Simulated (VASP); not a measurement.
# Zr: relaxation of cell and atoms with r2SCAN

Crystal: Zr.

```
Zr
1.0
     1.69765    0.98014    8.20466
    -1.69765    0.98014    8.20466
     0.00000   -1.96028    8.20466
Zr
3
Direct
  0.00000 0.00000 0.00000
  0.22222 0.22222 0.22222
  0.77778 0.77778 0.77778
```

| Property | Result |
| --- | --- |
| Program | VASP 6.6.1 |
| Task | relaxation of cell and atoms |
| Functional | r2SCAN |
| Potentials or basis | VASP PAW PBE potentials, release 64 (Zr_sv) |
| Cutoff | 600 eV |
| k mesh | 6 × 6 × 6 |
| Occupations | gaussian, width 0.1 eV |
| Spin | no spin polarisation |
| Dipole correction | no |
| Further INCAR settings | ALGO = Normal; EDIFF = 1e-06; IBRION = 2; EDIFFG = -0.04; NSW = 90; ISIF = 3 |

```yaml
Relaxed_volume: 23.58 Å³/atom
Relaxed_cell: a = 8.041 Å, b = 8.041 Å, c = 8.041 Å, α = 23.19°, β = 23.19°, γ = 23.19°
Space_group_after_relaxing_to_0.05_Å: R-3m (No. 166)
Energy_gained_by_relaxing: 138.6 meV/atom
Ionic_steps: 6
Pressure_after_relaxing: 0.1 GPa
Largest_force_after_relaxing: 0.007 eV/Å
Band_gap_on_the_k_mesh: zero (band 18 reaches 9.77 eV, above the bottom of band 19 at 8.50 eV)
```

Forces on the atoms (eV/Å):
```
Zr   0.000  0.000  0.000
Zr   0.000  0.000  0.007
Zr   0.000  0.000 -0.007
```

Step by step:
```
step  energy change (eV)  largest force (eV/Å)  pressure (GPa)  volume (Å³)
   1              0.0000                0.0925          -10.82        81.91
   2             -0.0452                0.0770           14.59        61.94
   3             -0.4139                0.0919           -0.21        70.96
   4             -0.4140                0.0918            0.05        70.76
   5             -0.4147                0.0703            0.05        70.76
   6             -0.4157                0.0073            0.06        70.75
```

Final structure:
```
Zr
1.0
     1.61595    0.93297    7.82189
    -1.61595    0.93297    7.82189
     0.00000   -1.86593    7.82189
Zr
3
Direct
  0.00000 0.00000 0.00000
  0.22300 0.22300 0.22300
  0.77700 0.77700 0.77700
```

Levels at points of the mesh, in eV from the Fermi level:
| k point | band 14 | band 15 | band 16 | band 17 | band 18 | band 19 | band 20 | band 21 | band 22 |
| --- | --- | --- | --- | --- | --- | --- | --- | --- | --- |
| (0.00, 0.00, 0.00) | -3.47 | -3.46 | -0.05 | 0.09 | 0.89 | 0.89 | 1.10 | 1.12 | 1.12 |
| (0.50, 0.00, 0.00) | -2.58 | -2.49 | -1.72 | -1.66 | -0.03 | 0.47 | 0.82 | 1.56 | 2.10 |
| (0.50, 0.50, 0.00) | -2.70 | -2.53 | -2.00 | -0.73 | -0.45 | 0.78 | 1.11 | 1.55 | 1.64 |
| (0.50, 0.50, 0.50) | -5.05 | -3.13 | 0.30 | 0.52 | 0.87 | 0.87 | 0.94 | 1.18 | 1.18 |

It took 73 min on 1 thread of Intel(R) Xeon(R) 6975P-C (Granite Rapids) (shared host), peak memory 0.84 GiB.

Caveat: the PAW data sets were made with another functional, which shifts forces and pressure a little.
